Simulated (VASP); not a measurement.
# AlPt (Pm-3m) in VASP: a series of runs

AlPt is run at these levels: r2SCAN; tasks: electric field gradients.

Everything below comes from runs of VASP 6.6.1. Logs are shortened: lines on timing, memory, paths and dates and some standing lists are left out, and cuts for length are marked.

## 1. The cell of the first run

The structure is cubic, space group Pm-3m (No. 221). The conventional cell has a = 3.039 Å, b = 3.039 Å, c = 3.039 Å, α = 90.00°, β = 90.00°, γ = 90.00°. Al (site symmetry m-3m) has 8 Pt at 2.63 Å and 6 Al at 3.04 Å within 3.5 Å. Within 3.5 Å of Pt (site symmetry m-3m) lie 8 Al at 2.63 Å and 6 Pt at 3.04 Å.

## 2. Electric field gradients, r2SCAN (14.04 Å³/atom)

POSCAR reads:

```
AlPt
1.0
    3.0391367906      0.0000000000      0.0000000000
    0.0000000000      3.0391367906      0.0000000000
    0.0000000000      0.0000000000      3.0391367906
Al Pt
1 1
Direct
    0.0000000000      0.0000000000      0.0000000000
    0.5000000000      0.5000000000      0.5000000000
```

INCAR.step1 reads:

```
  PREC = Accurate
  ENCUT = 520
  ISMEAR = -1
  SIGMA = 0.03
  LREAL = False
  LASPH = True
  NELM = 80
  NBANDS = 14
  GGA = PE
  ALGO = Normal
  EDIFF = 1E-4
  LWAVE = True
  LCHARG = False
```

INCAR.step2 reads:

```
  PREC = Accurate
  ENCUT = 520
  EDIFF = 1E-8
  ISMEAR = -1
  SIGMA = 0.03
  LREAL = False
  LASPH = True
  NELM = 80
  ALGO = Normal
  ISIF = 2
  LWAVE = False
  LCHARG = False
  METAGGA = R2SCAN
  LMIXTAU = True
  LEFG = True
  NBANDS = 14
  ISTART = 1
```

KPOINTS reads:

```
regular mesh
0
Gamma
  11 11 11
```

Potentials or basis: VASP PAW PBE potentials, release 64 (Al, Pt).

On the command line:

```bash
$ cat potpaw_PBE.64/Al/POTCAR potpaw_PBE.64/Pt/POTCAR > POTCAR
$ cp INCAR.step1 INCAR
$ mpirun -np 1 vasp_std > vasp.out
$ cp INCAR.step2 INCAR
$ mpirun -np 1 vasp_std > vasp.out
```

OUTCAR:

```text
PREC = Accurate
   ENCUT = 520
   EDIFF = 1E-8
   ISMEAR = -1
   LREAL = False
   LASPH = True
   NELM = 80
   ISIF = 2
   METAGGA = R2SCAN
   ISTART = 1

 ion  position               nearest neighbor table
   1  0.000  0.000  0.000-   2 2.63   2 2.63   2 2.63   2 2.63   2 2.63   2 2.63   2 2.63   2 2.63

   2  0.500  0.500  0.500-   1 2.63   1 2.63   1 2.63   1 2.63   1 2.63   1 2.63   1 2.63   1 2.63

  LATTYP: Found a simple cubic cell.
 ALAT       =     3.0391367906

  Lattice vectors:

 A1 = (   3.0391367906,   0.0000000000,   0.0000000000)
 A2 = (   0.0000000000,   3.0391367906,   0.0000000000)
 A3 = (   0.0000000000,   0.0000000000,   3.0391367906)

Analysis of symmetry for initial positions (statically):
=====================================================================
 Subroutine PRICEL returns:
 Original cell was already a primitive cell.

 Routine SETGRP: Setting up the symmetry group for a
 simple cubic supercell.

 Subroutine GETGRP returns: Found 48 space group operations
 (whereof 48 operations were pure point group operations)
 out of a pool of 48 trial point group operations.

The static configuration has the point symmetry O_h .

Analysis of symmetry for dynamics (positions and initial velocities):
=====================================================================
 Subroutine PRICEL returns:
 Original cell was already a primitive cell.

 Routine SETGRP: Setting up the symmetry group for a
 simple cubic supercell.

 Subroutine GETGRP returns: Found 48 space group operations
 (whereof 48 operations were pure point group operations)
 out of a pool of 48 trial point group operations.

The dynamic configuration has the point symmetry O_h .

 Subroutine INISYM returns: Found 48 space group operations
 (whereof 48 operations are pure point group operations),
 and found     1 'primitive' translations

----------------------------------------------------------------------------------------

                                     Primitive cell

  volume of cell :      28.0705

  direct lattice vectors                    reciprocal lattice vectors
     3.039136791  0.000000000  0.000000000     0.329040800  0.000000000  0.000000000
     0.000000000  3.039136791  0.000000000     0.000000000  0.329040800  0.000000000
     0.000000000  0.000000000  3.039136791     0.000000000  0.000000000  0.329040800

  length of vectors
     3.039136791  3.039136791  3.039136791     0.329040800  0.329040800  0.329040800

  position of ions in fractional coordinates (direct lattice)
     0.000000000  0.000000000  0.000000000
     0.500000000  0.500000000  0.500000000

  ion indices of the primitive-cell ions
   primitive index   ion index
                 1           1
                 2           2

----------------------------------------------------------------------------------------

 KPOINTS: regular mesh

Automatic generation of k-mesh.
 Grid dimensions read from file:
 generate k-points for:   11   11   11

 Generating k-lattice:

  Cartesian coordinates                     Fractional coordinates (reciprocal lattice)
     0.029912800  0.000000000  0.000000000     0.090909091  0.000000000  0.000000000
     0.000000000  0.029912800  0.000000000     0.000000000  0.090909091  0.000000000
     0.000000000  0.000000000  0.029912800     0.000000000  0.000000000  0.090909091

  Length of vectors
     0.029912800  0.029912800  0.029912800

  Shift w.r.t. Gamma in fractional coordinates (k-lattice)
     0.000000000  0.000000000  0.000000000

 Subroutine IBZKPT returns following result:
 ===========================================

 Found     56 irreducible k-points:

 Following reciprocal coordinates:
            Coordinates               Weight
  0.000000  0.000000  0.000000      1.000000
  0.090909  0.000000  0.000000      6.000000
  0.181818  0.000000  0.000000      6.000000
  0.272727  0.000000  0.000000      6.000000
  0.363636  0.000000  0.000000      6.000000
  0.454545  0.000000  0.000000      6.000000
[... 16 lines left out ...]
  0.181818  0.090909  0.090909     24.000000
  0.272727  0.090909  0.090909     24.000000
 [... further k-points ...]
   k-points           NKPTS =     56   k-points in BZ     NKDIM =     56   number of bands    NBANDS=     14
   number of dos      NEDOS =    301   number of ions     NIONS =      2
   total plane-waves  NPLWV =  13824
   dimension x,y,z NGX =    24 NGY =   24 NGZ =   24
   dimension x,y,z NGXF=    48 NGYF=   48 NGZF=   48
   ions per type =               1   1
   NGX,Y,Z   is equivalent  to a cutoff of  13.13, 13.13, 13.13 a.u.
   NGXF,Y,Z  is equivalent  to a cutoff of  26.26, 26.26, 26.26 a.u.
 SYSTEM =  unknown system
   PREC   = accura    normal or accurate (medium, high low for compatibility)
   ISTART =      1    job   : 0-new  1-cont  2-samecut
   ICHARG =      0    charge: 1-file 2-atom 10-const
   ISPIN  =      1    spin polarized calculation?
   LNONCOLLINEAR =      F non collinear calculations
   LSORBIT =      F    spin-orbit coupling
   LASPH  =      T    aspherical Exc in radial PAW
   ENCUT  =  520.0 eV  38.22 Ry    6.18 a.u.   5.65  5.65  5.65*2*pi/ulx,y,z
   NELM   =     80;   NELMIN=  2; NELMDL=  0     # of ELM steps
   EDIFF  = 0.1E-07   stopping-criterion for ELM
   LREAL  =      F    real-space projection
   EDIFFG = 0.1E-06   stopping-criterion for IOM
   NSW    =      0    number of steps for IOM
   IBRION =     -1    ionic relax: 0-MD 1-quasi-New 2-CG
   NFREE  =      0    steps in history (QN), initial steepest desc. (CG)
   ISIF   =      2    stress and relaxation
   ISYM   =      2    0-nonsym 1-usesym 2-fastsym
   POTIM  = 0.5000    time-step for ionic-motion
   TEBEG  =    0.0;   TEEND  =   0.0 temperature during run
   PSTRESS=    0.0 pullay stress
   NELECT =      13.0000    total number of electrons
   NUPDOWN=      -1.0000    fix difference up-down
   EMIN   =  10.00;   EMAX   =-10.00  energy-range for DOS
   EFERMI =   0.00;   METHOD = LEGACY
   ISMEAR =    -1;   SIGMA  =   0.03  broadening in eV -4-tet -1-fermi 0-gaus
   EFERMI_NEDOS =   21; number of points for ismear=-14 and -15
   IALGO  =     38    algorithm
   IMIX   =      4    mixing-type and parameters
     AMIX     =   0.40;   BMIX     =  1.00
     AMIX_MAG =   1.60;   BMIX_MAG =  1.00
  volume/ion in A,a.u.               =      14.04        94.71
  Fermi-wavevector in a.u.,A,eV,Ry     =   1.266599  2.393524 21.827449  1.604272
  Thomas-Fermi vector in A             =   2.399791
   LORBIT       =      0    0 simple, 1 ext, 2 COOP (PROOUT), +10 PAW based schemes
   METAGGA = R2SCAN    functional components
   LHFCALC =     F    Hartree Fock is set to
   AEXX    =    0.0000 exact exchange contribution
   IVDW    =     0    specifies the selected vdW correction
   LEPSILON=     F    determine dielectric tensor
   LRPA    =     F    only Hartree local field effects (RPA)
 non-spin polarized calculation
  energy-cutoff  :      520.00
  volume of cell :       28.07
 maximum number of plane-waves:       765
 NGX is ok and might be reduce to    24
   NGX = 11   NGY = 11   NGZ = 11

 number of electron      13.0000001 magnetization

 Free energy of the ion-electron system (eV)
  ---------------------------------------------------
  ext. energy  EPLUGINS =         0.00000000
  ---------------------------------------------------
  free energy    TOTEN  =       -60.21768283 eV

  energy without entropy =      -60.21584818  energy(sigma->0) =      -60.21676550

 E-fermi :  11.5326     XC(G=0): -13.4112

 val. band max:       11.3518434298   @ k =   0.3636   0.3636   0.0909
 cond. band min:      11.5738713399   @ k =   0.3636   0.2727   0.0909
 fundamental gap:      0.2220279102
 Fermi energy:        11.5325749149

 k-point     1 :       0.0000    0.0000    0.0000
  band No.  band energies     occupation
      1      -1.1836      2.00000
      2       5.1843      2.00000
      3       5.1843      2.00000
      4       8.5579      2.00000
      5       8.5579      2.00000
      6       8.5579      2.00000
      7      15.7232      0.00000
      8      15.7232      0.00000
      9      15.7232      0.00000
     10      21.0755      0.00000
     11      21.0755      0.00000
     12      22.8451      0.00000
     13      30.3532      0.00000
     14      30.3532      0.00000
[... 375 lines left out ...]
 k-point    24 :       0.2727    0.0909    0.0909
  band No.  band energies     occupation
      1       0.5510      2.00000
      2       5.4482      2.00000
      3       5.6739      2.00000
      4       7.3620      2.00000
      5       7.4419      2.00000
      6       8.3776      2.00000
      7      12.0796      0.00000
      8      16.9512      0.00000
      9      16.9633      0.00000
     10      20.2402      0.00000
     11      23.6192      0.00000
     12      24.9229      0.00000
     13      26.2450      0.00000
     14      28.1144      0.00000

 [... further k-points ...]
[... 5 lines left out ...]
  --------------------------------------------------------------------------------------
  -------------------------------------------------------------------------------------
  Total        0.9908078      0.9908078      0.9908078      0.0000000      0.0000000      0.0000000
  in kB       56.5521695     56.5521695     56.5521695      0.0000000      0.0000000      0.0000000
  external PRESSURE =      56.5521695 kB  Pullay stress =       0.0000000 kB

 VOLUME and BASIS-vectors are now :
 -----------------------------------------------------------------------------
  energy-cutoff  :      520.00
  volume of cell :       28.07
      direct lattice vectors                 reciprocal lattice vectors
     3.039136791  0.000000000  0.000000000     0.329040800  0.000000000  0.000000000
     0.000000000  3.039136791  0.000000000     0.000000000  0.329040800  0.000000000
     0.000000000  0.000000000  3.039136791     0.000000000  0.000000000  0.329040800

 POSITION                                       TOTAL-FORCE (eV/Angst)
 -----------------------------------------------------------------------------------
      0.00000      0.00000      0.00000         0.000000      0.000000      0.000000
      1.51957      1.51957      1.51957         0.000000      0.000000      0.000000
 -----------------------------------------------------------------------------------
    total drift:                                0.000000     -0.000000     -0.000000

  FREE ENERGIE OF THE ION-ELECTRON SYSTEM (eV)
  ---------------------------------------------------
  free  energy   TOTEN  =       -60.2176828290 eV

  energy  without entropy=      -60.2158481773  energy(sigma->0) =      -60.21676550

 Electric field gradients (V/A^2)
---------------------------------------------------------------------
 ion       V_xx      V_yy      V_zz      V_xy      V_xz      V_yz
---------------------------------------------------------------------
   1      -0.000    -0.000    -0.000     0.000     0.000     0.000
   2      -0.000    -0.000     0.000     0.000    -0.000     0.000
---------------------------------------------------------------------

 Electric field gradients after diagonalization (V/A^2)
 (convention: |V_zz| > |V_xx| > |V_yy|)
----------------------------------------------------------------------
 ion       V_xx      V_yy      V_zz     asymmetry (V_yy - V_xx)/ V_zz
----------------------------------------------------------------------
   1      -0.000    -0.000    -0.000      -0.144
   2      -0.000    -0.000     0.000       0.126
----------------------------------------------------------------------

           NMR quadrupolar parameters

 Cq : quadrupolar parameter    Cq=e*Q*V_zz/h
 eta: asymmetry parameters     (V_yy - V_xx)/ V_zz
 Q  : nuclear electric quadrupole moment in mb (millibarn)
----------------------------------------------------------------------
 ion       Cq(MHz)       eta       Q (mb)
----------------------------------------------------------------------
   1      -0.000      -0.144       1.000
   2       0.000       0.126       1.000
----------------------------------------------------------------------
```

It took 1.7 min on 1 thread of Intel Xeon 8259CL, shared host; peak memory 0.16 GiB.

What came out:

```yaml
Free_energy: -60.2177 eV
Pressure: 5.7 GPa
Band_gap_on_the_k_mesh: zero (an odd number of electrons rules out a gap without spin polarisation)
Largest_electric_field_gradient_by_atom: zero within the noise of the run
```

Caveat: the cell stands under pressure; the PAW data sets were made with another functional, which shifts forces and pressure a little; spin-orbit coupling is left out, which moves the levels of the heavy elements.

## 3. Electric field gradients, r2SCAN (14.40 Å³/atom)

This run uses another cell than the first one, of 14.40 Å³/atom.

POSCAR reads:

```
AlPt
1.0
    3.0655653935      0.0000000000      0.0000000000
    0.0000000000      3.0655653935      0.0000000000
    0.0000000000      0.0000000000      3.0655653935
Al Pt
1 1
Direct
    0.0000000000      0.0000000000      0.0000000000
    0.5000000000      0.5000000000      0.5000000000
```

INCAR.step1 reads:

```
PREC = Accurate
ENCUT = 520
ISMEAR = -1
SIGMA = 0.03
LREAL = False
LASPH = True
NELM = 100
NBANDS = 14
GGA = PE
ALGO = Normal
EDIFF = 1E-4
LWAVE = True
LCHARG = False
```

INCAR.step2 reads:

```
PREC = Accurate
ENCUT = 520
EDIFF = 1E-8
ISMEAR = -1
SIGMA = 0.03
LREAL = False
LASPH = True
NELM = 100
ALGO = Normal
ISIF = 2
LWAVE = False
LCHARG = False
METAGGA = R2SCAN
LMIXTAU = True
LEFG = True
NBANDS = 14
ISTART = 1
```

KPOINTS is that of step 2.

Potentials or basis: VASP PAW PBE potentials, release 64 (Al, Pt).

On the command line:

```bash
$ cat potpaw_PBE.64/Al/POTCAR potpaw_PBE.64/Pt/POTCAR > POTCAR
$ cp INCAR.step1 INCAR
$ mpirun -np 1 vasp_std > vasp.out
$ cp INCAR.step2 INCAR
$ mpirun -np 1 vasp_std > vasp.out
```

OUTCAR:

```text
PREC = Accurate
   ENCUT = 520
   EDIFF = 1E-8
   ISMEAR = -1
   LREAL = False
   LASPH = True
   NELM = 100
   ISIF = 2
   METAGGA = R2SCAN
   ISTART = 1

 ion  position               nearest neighbor table
   1  0.000  0.000  0.000-   2 2.65   2 2.65   2 2.65   2 2.65   2 2.65   2 2.65   2 2.65   2 2.65

   2  0.500  0.500  0.500-   1 2.65   1 2.65   1 2.65   1 2.65   1 2.65   1 2.65   1 2.65   1 2.65

  LATTYP: Found a simple cubic cell.
 ALAT       =     3.0655653935

  Lattice vectors:

 A1 = (   3.0655653935,   0.0000000000,   0.0000000000)
 A2 = (   0.0000000000,   3.0655653935,   0.0000000000)
 A3 = (   0.0000000000,   0.0000000000,   3.0655653935)

Analysis of symmetry for initial positions (statically):
=====================================================================
 Subroutine PRICEL returns:
 Original cell was already a primitive cell.

 Routine SETGRP: Setting up the symmetry group for a
 simple cubic supercell.

[... 596 lines left out ...]
  volume of cell :       28.81
      direct lattice vectors                 reciprocal lattice vectors
     3.065565394  0.000000000  0.000000000     0.326204100  0.000000000  0.000000000
     0.000000000  3.065565394  0.000000000     0.000000000  0.326204100  0.000000000
     0.000000000  0.000000000  3.065565394     0.000000000  0.000000000  0.326204100

 POSITION                                       TOTAL-FORCE (eV/Angst)
 -----------------------------------------------------------------------------------
      0.00000      0.00000      0.00000         0.000000      0.000000      0.000000
      1.53278      1.53278      1.53278         0.000000      0.000000      0.000000
 -----------------------------------------------------------------------------------
    total drift:                                0.000000     -0.000000     -0.000000

  FREE ENERGIE OF THE ION-ELECTRON SYSTEM (eV)
  ---------------------------------------------------
  free  energy   TOTEN  =       -60.2302998228 eV

  energy  without entropy=      -60.2285549911  energy(sigma->0) =      -60.22942741

 Electric field gradients (V/A^2)
---------------------------------------------------------------------
 ion       V_xx      V_yy      V_zz      V_xy      V_xz      V_yz
---------------------------------------------------------------------
   1       0.000     0.000     0.000     0.000     0.000     0.000
   2       0.000    -0.000     0.000    -0.000    -0.000    -0.000
---------------------------------------------------------------------

 Electric field gradients after diagonalization (V/A^2)
 (convention: |V_zz| > |V_xx| > |V_yy|)
----------------------------------------------------------------------
 ion       V_xx      V_yy      V_zz     asymmetry (V_yy - V_xx)/ V_zz
----------------------------------------------------------------------
   1       0.000     0.000     0.000      -0.221
   2       0.000    -0.000     0.000      -0.546
----------------------------------------------------------------------

           NMR quadrupolar parameters

 Cq : quadrupolar parameter    Cq=e*Q*V_zz/h
 eta: asymmetry parameters     (V_yy - V_xx)/ V_zz
 Q  : nuclear electric quadrupole moment in mb (millibarn)
----------------------------------------------------------------------
 ion       Cq(MHz)       eta       Q (mb)
----------------------------------------------------------------------
   1       0.000      -0.221       1.000
   2       0.000      -0.546       1.000
----------------------------------------------------------------------
```

OUTCAR.step1:

```text
PREC = Accurate
   ENCUT = 520
   ISMEAR = -1
   LREAL = False
   LASPH = True
[... 630 lines left out ...]
      0.00000      0.00000      0.00000         0.000000      0.000000      0.000000
      1.53278      1.53278      1.53278         0.000000      0.000000      0.000000
 -----------------------------------------------------------------------------------
    total drift:                                0.000000     -0.000000     -0.000000

  FREE ENERGIE OF THE ION-ELECTRON SYSTEM (eV)
  ---------------------------------------------------
  free  energy   TOTEN  =       -11.6823979853 eV

  energy  without entropy=      -11.6806175413  energy(sigma->0) =      -11.68150776
```

Wall time 100 s (1 thread of Intel Xeon 8259CL, shared host); peak memory 0.16 GiB.

What came out:

```yaml
Free_energy: -60.2303 eV
Pressure: 0.0 GPa
Band_gap_on_the_k_mesh: zero (an odd number of electrons rules out a gap without spin polarisation)
Largest_electric_field_gradient_by_atom: zero within the noise of the run
```

Caveat: the PAW data sets were made with another functional, which shifts forces and pressure a little; spin-orbit coupling is left out, which moves the levels of the heavy elements.

[end of part 1 of 3]
